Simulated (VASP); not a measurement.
Input of a VASP 6.6.1 run:

INCAR

```
SYSTEM = ZrN
  PREC = Accurate
  ENCUT = 600
  EDIFF = 1E-6
  ISMEAR = 1
  SIGMA = 0.1
  LREAL = .False.
  LASPH = .True.
  NELM = 120
  ALGO = Normal
  ISIF = 2
  LWAVE = .False.
  LCHARG = .False.
  GGA = PE
  NBANDS = 16
  GGA_COMPAT = .False.
```

KPOINTS

```
regular mesh
0
Gamma
  11 11 11
  0 0 0
```

The input POSCAR:

```
ZrN
1.0
    0.0000000000      2.3597668064      2.3597668064
    2.3597668064      0.0000000000      2.3597668064
    2.3597668064      2.3597668064      0.0000000000
Zr N
1 1
Direct
    0.5000000000      0.5000000000      0.5000000000
    0.0000000000      0.0000000000      0.0000000000
```

Potentials or basis: VASP PAW PBE potentials, release 64 (Zr_sv, N).

Launch:

```console
$ cat potpaw_PBE.64/Zr_sv/POTCAR potpaw_PBE.64/N/POTCAR > POTCAR
$ mpirun -np 1 vasp_std > vasp.out
```

Question: Predict the pressure.

Answer: -16.7 GPa.
